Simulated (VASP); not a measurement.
ScAl3P2:

```
CELL_PARAMETERS angstrom
5.65029 0.00000 0.00000
-2.82514 4.89329 0.00000
0.00000 0.00000 3.67396
ATOMIC_POSITIONS crystal
Sc 0.00000 0.00000 0.00000
Al 0.50000 0.00000 0.50000
Al 0.00000 0.50000 0.50000
Al 0.50000 0.50000 0.50000
P 0.66667 0.33333 0.00000
P 0.33333 0.66667 0.00000
```

The cell was generated, and may not be a known phase.

* Program: VASP 6.6.1
* Task: relaxation of cell and atoms
* Functional: PBE
* Potentials or basis: VASP PAW PBE potentials, release 64 (Sc_sv, Al, P)
* Cutoff: 600 eV
* k mesh: 12 × 12 × 10
* Occupations: gaussian, width 0.1 eV
* Spin: no spin polarisation

At the start: pressure 3.0 GPa; volume 16.93 Å³/atom.

Problem. Where does the relaxation end?

Solution. Over 13 steps the energy falls by 63.9 meV/atom and the volume is 17.06 Å³/atom (+0.8 %); space group P6/mmm (No. 191, to 0.1 Å) before and after.

Step by step:
| step | energy change (eV) | largest force (eV/Å) | pressure (GPa) | volume (Å³) |
| --- | --- | --- | --- | --- |
| 1 | 0.0000 | 0.0000 | 3.03 | 101.58 |
| 2 | -0.1312 | 0.0000 | -1.45 | 106.32 |
| 3 | -0.1405 | 0.0000 | -3.41 | 108.78 |
| 4 | -0.2369 | 0.0000 | -3.59 | 108.10 |
| 5 | -0.3225 | 0.0000 | -3.34 | 107.06 |
| 6 | -0.2321 | 0.0000 | -1.45 | 104.45 |
| 7 | -0.3386 | 0.0000 | -3.12 | 106.37 |
| 8 | -0.3386 | 0.0000 | -3.20 | 106.57 |
| 9 | -0.3827 | 0.0000 | 0.32 | 101.91 |
| 10 | -0.3831 | 0.0000 | -0.01 | 102.30 |
| 11 | -0.3831 | 0.0000 | -0.08 | 102.38 |
| 12 | -0.3832 | 0.0000 | -0.07 | 102.36 |
| 13 | -0.3832 | 0.0000 | -0.06 | 102.34 |

Final structure:
```
Sc Al P
1.0
     5.35003    0.00000    0.00000
    -2.67501    4.63326    0.00000
     0.00000    0.00000    4.12871
Sc Al P
1 3 2
Direct
  0.00000 0.00000 0.00000
  0.50000 0.00000 0.50000
  0.00000 0.50000 0.50000
  0.50000 0.50000 0.50000
  0.66667 0.33333 0.00000
  0.33333 0.66667 0.00000
```
